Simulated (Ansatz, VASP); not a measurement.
# One calculation of Al2O3, two programs

```
Al O
1.0
     2.40394    1.38792    4.37421
    -2.40394    1.38792    4.37421
     0.00000   -2.77583    4.37421
Al O
4 6
Direct
  0.64792 0.64792 0.64792
  0.85208 0.85208 0.85208
  0.14792 0.14792 0.14792
  0.35208 0.35208 0.35208
  0.44366 0.05634 0.75000
  0.94366 0.25000 0.55634
  0.05634 0.75000 0.44366
  0.75000 0.44366 0.05634
  0.25000 0.55634 0.94366
  0.55634 0.94366 0.25000
```

Alike in both runs: task single point; functional r2SCAN; k mesh 2 × 2 × 2; occupations fermi-dirac, width 0.01 eV; no spin polarisation.

```csv
,VASP,Ansatz
version,VASP 6.6.1,Ansatz 0.2.0
potentials or method,"VASP PAW PBE potentials, release 64 (Al, O), cutoff 520 eV",plane-wave PAW DFT
valence electrons in the cell,48,48
```

Ansatz gave:

| Property | Result |
| --- | --- |
| gap on the k mesh at the Fermi level (eV) | 6.74 |
| rms of the force components (eV/Å) | 0.010 |

What did VASP give for the same quantities?

gap on the k mesh at the Fermi level (eV): 6.75; rms of the force components (eV/Å): 0.012.

VASP's potentials were made for PBE, not for r2SCAN. Atom by atom the forces differ by 0.002 eV/Å (rms over components).

The k mesh is coarse, so the values compare programs but aren't converged.
